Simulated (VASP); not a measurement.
Write the native input for VASP 6.6.1 that does the following.

* Task: single point
* Functional: PBE
* Potentials or basis: VASP PAW PBE potentials, release 64 (Hf_pv, O)
* Cutoff: 520 eV
* k mesh: 4 × 4 × 4
* Occupations: gaussian, width 0.05 eV
* Spin: no spin polarisation
* Dipole correction: no
* Further INCAR settings: ALGO = Normal; EDIFF = 1e-06; NBANDS = 56

The structure of HfO2 lies in POSCAR:

```
HfO2
1.0
    5.1077806465      0.0435964916     -0.0389188060
    0.0439302901      5.2744993762     -0.0336333362
   -0.8965435902     -0.0414920747      5.2739945842
Hf O
4 8
Direct
    0.2768718472      0.0428842984      0.2081671824
    0.7231770668      0.5463538057      0.2900674317
    0.7230769532      0.9570770095      0.7918636877
    0.2767961112      0.4535659053      0.7099503586
    0.4461559675      0.7588576267      0.4775301598
    0.5508044324      0.2580968850      0.0237895428
    0.5539713592      0.2412324312      0.5225066674
    0.4490965888      0.7417472321      0.9762288064
    0.0689802662      0.3334126288      0.3447503443
    0.9312397992      0.8337720462      0.1561771034
    0.9311758486      0.6667118707      0.6551796608
    0.0686537596      0.1662882606      0.8437890550
```

These files were run (other wordings do the same):

INCAR

```
SYSTEM = HfO2
PREC = Accurate ; ENCUT = 520
EDIFF = 1E-6 ; ISMEAR = 0
SIGMA = 0.05 ; LREAL = .False.
LASPH = .True. ; NELM = 80
ALGO = Normal ; ISIF = 2
LWAVE = .False. ; LCHARG = .False.
GGA = PE ; NBANDS = 56
```

KPOINTS

```
Automatic mesh
0
Gamma
  4 4 4
  0 0 0
```

Potentials or basis: VASP PAW PBE potentials, release 64 (Hf_pv, O).

Run with:

```bash
$ cat potpaw_PBE.64/Hf_pv/POTCAR potpaw_PBE.64/O/POTCAR > POTCAR
$ mpirun -np 1 vasp_std > vasp.out
```

It gave:

```
Pressure               : -3.2 GPa
Largest force          : 0.085 eV/Å
Band gap on the k mesh : 3.97 eV (least direct gap 4.08 eV)
```

Caveat: the cell stands under tension; spin-orbit coupling is left out, which moves the levels of the heavy elements.

Wall time 4.1 min on 1 thread of Intel(R) Xeon(R) Platinum 8259CL CPU @ 2.50GHz (Skylake/Cascade Lake) (shared host), peak memory 0.36 GiB.
